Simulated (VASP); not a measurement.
A run of VASP 6.6.1 is set up as follows.

INCAR

```
  PREC = Accurate
  ENCUT = 520
  EDIFF = 1E-6
  ISMEAR = 0
  SIGMA = 0.1
  LREAL = False
  LASPH = True
  NELM = 60
  ALGO = Normal
  ISIF = 2
  LWAVE = False
  LCHARG = True
  LDIPOL = True
  IDIPOL = 3
  DIPOL = 0.5 0.5 0.299
  GGA = PE
  LELF = True
  LVHAR = True
  LVACPOTAV = True
  NBANDS = 104
```

File KPOINTS:

```
Automatic mesh
0
Gamma
  6 6 1
```

File POSCAR:

```
HRh6
1.0
    5.4165863251      0.0000000000      0.0000000000
   -2.7082931626      4.6909013593      0.0000000000
    0.0000000000      0.0000000000     22.2966119230
Rh H
12 2
Direct
    0.3333333333      0.1666666667      0.1793994538
    0.3333333333      0.6666666667      0.1793994538
    0.8333333333      0.1666666667      0.1793994538
    0.8333333333      0.6666666667      0.1793994538
    0.1666666667      0.3333333333      0.2757769167
    0.1666666667      0.8333333333      0.2757769167
    0.6666666667      0.3333333333      0.2757769167
    0.6666666667      0.8333333333      0.2757769167
    0.0000000000      0.0000000000      0.3721019118
    0.0000000000      0.5000000000      0.3721019118
    0.5000000000      0.0000000000      0.3721019118
    0.5000000000      0.5000000000      0.3721019118
    0.2153584700      0.4307169401      0.4353402192
    0.2846415300      0.5692830599      0.4353402192
```

Potentials or basis: VASP PAW PBE potentials, release 64 (Rh_pv, H).

Command:

```bash
$ cat potpaw_PBE.64/Rh_pv/POTCAR potpaw_PBE.64/H/POTCAR > POTCAR
$ mpirun -np 1 vasp_std > vasp.out
```

Question: Estimate the largest force.

Answer: 7.617 eV/Å.

Question: Predict the band gap on the k mesh.

Answer: Zero (bands 91 and 92 overlap by 0.80 eV).

Forces in eV/Å, atoms in the order of the input:
```
Rh  -0.018  0.035 -0.080
Rh   0.000 -0.045 -0.056
Rh   0.018  0.035 -0.080
Rh   0.000 -0.023 -0.005
Rh   0.000 -0.083 -0.228
Rh  -0.066  0.047 -0.136
Rh   0.000  0.135  0.411
Rh   0.066  0.047 -0.136
Rh   0.000 -0.308 -0.207
Rh  -0.426 -0.103  0.039
Rh   0.000  0.359 -0.199
Rh   0.426 -0.103  0.039
H    0.000 -7.604  0.306
H    0.000  7.610  0.332
```
